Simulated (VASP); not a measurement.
MgSe3, 4 atoms in the cell. It takes space group Pm-3m (No. 221, cubic). The conventional cell has a = 4.773 Å, b = 4.773 Å, c = 4.773 Å, α = 90.00°, β = 90.00°, γ = 90.00°. Mg (site symmetry m-3m) has 12 Se at 3.38 Å within 4.4 Å. Within 4.4 Å of Se (site symmetry 4/mmm) lie 4 Mg at 3.38 Å and 8 Se at 3.38 Å. 

```yaml
Program: VASP 6.6.1
Task: single point
Functional: PBE
Potentials_or_basis: VASP PAW PBE potentials, release 64 (Mg, Se)
Cutoff: 520 eV
k_mesh: 4 × 4 × 4
Occupations: gaussian, width 0.1 eV
Spin: no spin polarisation
Dipole_correction: no
Further_INCAR_settings: ALGO = Normal; EDIFF = 1e-06; NBANDS = 18
```

Potentials or basis: VASP PAW PBE potentials, release 64 (Mg, Se).

Run with:

```sh
$ cat potpaw_PBE.64/Mg/POTCAR potpaw_PBE.64/Se/POTCAR > POTCAR
$ mpirun -np 1 vasp_std > vasp.out
```

Hardware: 1 thread of Intel(R) Xeon(R) Platinum 8559C (Emerald Rapids), on a shared host.

**Question.** Estimate the wall time of this run.

**Answer.** Run time: 14 s on 1 thread of Intel(R) Xeon(R) Platinum 8559C (Emerald Rapids), on a shared host, peak memory 0.2 GiB. Counts: scf iterations 12, k points 10.
